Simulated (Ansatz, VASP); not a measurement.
# One calculation of PbF2, two programs

File POSCAR:

```
PbF2
1.0
    0.0000000000      3.0003645022      3.0003645022
    3.0003645022      0.0000000000      3.0003645022
    3.0003645022      3.0003645022      0.0000000000
Pb F
1 2
Direct
    0.0000000000      0.0000000000      0.0000000000
    0.2500000000      0.2500000000      0.2500000000
    0.7500000000      0.7500000000      0.7500000000
```

Contents of INCAR.step1:

```
PREC = Accurate
ENCUT = 520
ISMEAR = 0
SIGMA = 0.05
LREAL = False
LASPH = True
NELM = 80
NBANDS = 21
GGA = PE
ALGO = Normal
EDIFF = 1E-4
LWAVE = True
LCHARG = False
```

The input INCAR.step2:

```
PREC = Accurate
ENCUT = 520
EDIFF = 1E-7
ISMEAR = 0
SIGMA = 0.05
LREAL = False
LASPH = True
NELM = 80
ALGO = Normal
ISIF = 2
LWAVE = False
LCHARG = True
METAGGA = R2SCAN
LMIXTAU = True
LELF = True
LVHAR = True
NBANDS = 21
ISTART = 1
```

The input KPOINTS:

```
regular mesh
0
Gamma
  10 10 10
```

Input for Ansatz:

```yaml
crystal:
  lattice:
    - [0.0, 3.0003645022, 3.0003645022]
    - [3.0003645022, 0.0, 3.0003645022]
    - [3.0003645022, 3.0003645022, 0.0]
  atoms:
    - { symbol: Pb, position: [0.0, 0.0, 0.0] }
    - { symbol: F, position: [0.25, 0.25, 0.25] }
    - { symbol: F, position: [0.75, 0.75, 0.75] }
basis:
  ecutwfc: 500
  ecutrho_ratio: 4
kpoints:
  mp_grid: { grid: [10, 10, 10] }
hamiltonian:
  xc: r2scan
scf:
  occupations: { method: gaussian, width: 0.05 }
output:
  forces: true
  stress: true
  eigenvalues: true
  populations: true
  write_density: true
  write_potential: true
  elf: true
  volumetric_format: npy
```

Alike in both runs: task single point; functional r2SCAN; k mesh 10 × 10 × 10; occupations gaussian, width 0.05 eV; no spin polarisation.

|  | VASP | Ansatz |
| --- | --- | --- |
| version | VASP 6.6.1 | Ansatz 0.2.0 |
| potentials or method | VASP PAW PBE potentials, release 64 (Pb_d, F), cutoff 520 eV | scalar-relativistic, plane waves, PAW |
| valence electrons in the cell | 28 | 28 |

```csv
,VASP,Ansatz,Ansatz less VASP
gap on the k mesh at the Fermi level (eV),4.95,4.95,+0.001
least direct gap on the mesh (eV),5.08,5.08,-0.001
pressure (GPa),-2.9,-2.8,+0.11
```

VASP's potentials were made for PBE, not for r2SCAN.

Neither program's run includes spin-orbit coupling.
